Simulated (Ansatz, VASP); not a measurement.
## CsI: VASP beside Ansatz

The input INCAR:

```
PREC = Accurate
ENCUT = 500
EDIFF = 1E-6
ISMEAR = 0
SIGMA = 0.02
LREAL = F
LASPH = T
NELM = 120
ALGO = Normal
ISIF = 2
LWAVE = F
LCHARG = F
GGA = PE
NBANDS = 15
GGA_COMPAT = F
```

File KPOINTS:

```
Automatic mesh
0
Gamma
  6 6 6
```

POSCAR

```
CsI
1.0
    4.6188798116      0.0000000000      0.0000000000
    0.0000000000      4.6188798116      0.0000000000
    0.0000000000      0.0000000000      4.6188798116
Cs I
1 1
Direct
    0.0000000000      0.0000000000      0.0000000000
    0.5000000000      0.5000000000      0.5000000000
```

Input for Ansatz:

```yaml
crystal:
  lattice:
    - [4.6188798116, 0.0, 0.0]
    - [0.0, 4.6188798116, 0.0]
    - [0.0, 0.0, 4.6188798116]
  atoms:
    - { symbol: Cs, position: [0.0, 0.0, 0.0] }
    - { symbol: I, position: [0.5, 0.5, 0.5] }
basis:
  ecutwfc: 420
kpoints:
  mp_grid: { grid: [6, 6, 6] }
hamiltonian:
  xc: pbe
scf:
  occupations: { method: gaussian, width: 0.02 }
output:
  forces: true
  stress: true
  eigenvalues: true
```

Alike in both runs: task single point; functional PBE; k mesh 6 × 6 × 6; occupations gaussian, width 0.02 eV; no spin polarisation.

|  | VASP | Ansatz |
| --- | --- | --- |
| version | VASP 6.6.1 | Ansatz 0.2.0 |
| potentials or method | VASP PAW PBE potentials, release 64 (Cs_sv, I), cutoff 500 eV | scalar-relativistic, plane waves, PAW |
| valence electrons in the cell | 16 | 26 |

|  | VASP | Ansatz | Ansatz less VASP |
| --- | --- | --- | --- |
| gap on the k mesh at the Fermi level (eV) | 3.77 | 3.78 | +0.012 |
| least direct gap on the mesh (eV) | 3.86 | 3.87 | +0.009 |
| pressure (GPa) | 0.4 | 0.3 | -0.03 |

VASP's potentials hold 16 valence electrons a cell and Ansatz's 26, so a difference there can come from the potentials and not from the codes.

Neither program's run includes spin-orbit coupling.
